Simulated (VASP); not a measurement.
# Cd: relaxation of cell and atoms with PBE

Crystal: Cd.

```xyz
1
Lattice="1.7550 1.7550 1.7550 -1.7550 1.7550 1.7550 -1.7550 -1.7550 1.7550" Properties=species:S:1:pos:R:3 pbc="T T T"
Cd    0.0000    0.0000    0.0000
```

```json
{"Program": "VASP 6.6.1", "Task": "relaxation of cell and atoms", "Functional": "PBE", "Potentials or basis": "VASP PAW PBE potentials, release 64 (Cd)", "Cutoff": "600 eV", "k mesh": "8 × 8 × 8", "Occupations": "gaussian, width 0.1 eV", "Spin": "no spin polarisation", "Dipole correction": "no", "Further INCAR settings": "ALGO = Normal; EDIFF = 1e-07; IBRION = 2; EDIFFG = -0.01; NSW = 80; ISIF = 3"}
```

* Relaxed volume: 23.69 Å³/atom
* Relaxed cell: a = 3.134 Å, b = 3.134 Å, c = 3.134 Å, α = 70.53°, β = 109.47°, γ = 70.53°
* Space group after relaxing (to 0.05 Å): Im-3m (No. 229)
* Energy gained by relaxing: 17.0 meV/atom
* Ionic steps: 5
* Pressure after relaxing: 0.0 GPa
* Band gap on the k mesh: zero (band 6 reaches 5.70 eV, above the bottom of band 7 at 1.29 eV)

Step by step:
| step | energy change (eV) | largest force (eV/Å) | pressure (GPa) | volume (Å³) |
| --- | --- | --- | --- | --- |
| 1 | 0.0000 | 0.0000 | 3.32 | 21.62 |
| 2 | -0.0158 | 0.0000 | 0.64 | 23.05 |
| 3 | -0.0168 | 0.0000 | 0.25 | 23.43 |
| 4 | -0.0163 | 0.0000 | -0.48 | 24.21 |
| 5 | -0.0170 | 0.0000 | 0.01 | 23.69 |

Final structure:
```xyz
1
Lattice="1.8093 1.8093 1.8093 -1.8093 1.8093 1.8093 -1.8093 -1.8093 1.8093" Properties=species:S:1:pos:R:3 pbc="T T T"
Cd    0.0000    0.0000    0.0000
```

Levels at points of the mesh, in eV from the Fermi level:
```tsv
k point	band 4	band 5	band 6	band 7	band 8	band 9
(0.00, 0.00, 0.00)	-8.32	-8.32	-8.07	15.33	15.33	15.33
(0.50, 0.00, 0.00)	-8.30	-7.95	-1.65	-0.86	9.09	9.91
(0.50, 0.50, 0.50)	-8.04	-8.04	3.55	3.55	3.55	5.28
```

Run time: 13 s on 1 thread of Intel(R) Xeon(R) Platinum 8375C CPU @ 2.90GHz (Ice Lake), with other jobs on the host, peak memory 0.14 GiB.
